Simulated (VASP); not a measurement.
Wanted: the native input for a VASP 6.6.1 run.

```yaml
Task: electric field gradients
Functional: PBEsol
Potentials_or_basis: VASP PAW PBE potentials, release 64 (Pb_d, Se)
Cutoff: 520 eV
k_mesh: 9 × 9 × 9
Occupations: fermi-dirac, width 0.01 eV
Spin: no spin polarisation
Dipole_correction: no
Further_INCAR_settings: ALGO = Normal; EDIFF = 1e-08; NBANDS = 17
```

The structure of PbSe lies in POSCAR:

```
PbSe
1.0
    0.0000000000      3.0315285000      3.0621500000
    3.0315285000      0.0000000000      3.0621500000
    3.0315285000      3.0315285000      0.0000000000
Pb Se
1 1
Direct
    0.0000000000      0.0000000000      0.0000000000
    0.5000000000      0.5000000000      0.5000000000
```

This cell differs from its parent crystal: equal xx and yy strain of -1 %.

These files were run (other wordings do the same):

INCAR

```
ALGO     = Normal         # electronic algorithm
EDIFF    = 1E-8           # SCF threshold, eV
ENCUT    = 520            # plane-wave cutoff, eV
GGA      = PS             # functional
ISIF     = 2              # what is computed and relaxed
ISMEAR   = -1             # smearing method
LASPH    = T              # aspherical terms in the spheres
LCHARG   = F              # write CHGCAR
LEFG     = T            
LREAL    = F              # projectors in reciprocal space
LWAVE    = F              # write WAVECAR
NBANDS   = 17             # bands
NELM     = 60             # most SCF steps
PREC     = Accurate       # precision mode
SIGMA    = 0.01           # smearing width, eV
```

KPOINTS

```
k-points
0
Gamma
  9 9 9
```

Potentials or basis: VASP PAW PBE potentials, release 64 (Pb_d, Se).

Launch:

```bash
$ cat potpaw_PBE.64/Pb_d/POTCAR potpaw_PBE.64/Se/POTCAR > POTCAR
$ mpirun -np 1 vasp_std > vasp.out
```

It gave:

The pressure is 0.5 GPa and the band gap on the k mesh is 0.63 eV, direct.

Caveat: the cell differs from its parent crystal (equal xx and yy strain of -1 %); without QUAD_EFG the Cq values of the log hold for a quadrupole moment of 1 mb, not for the nuclei; the PAW data sets were made with another functional, which shifts forces and pressure a little; spin-orbit coupling is left out, which moves the levels of the heavy elements.

It took 35 s on 1 thread of Intel Xeon 6975P-C, on a shared host, peak memory 0.22 GiB.
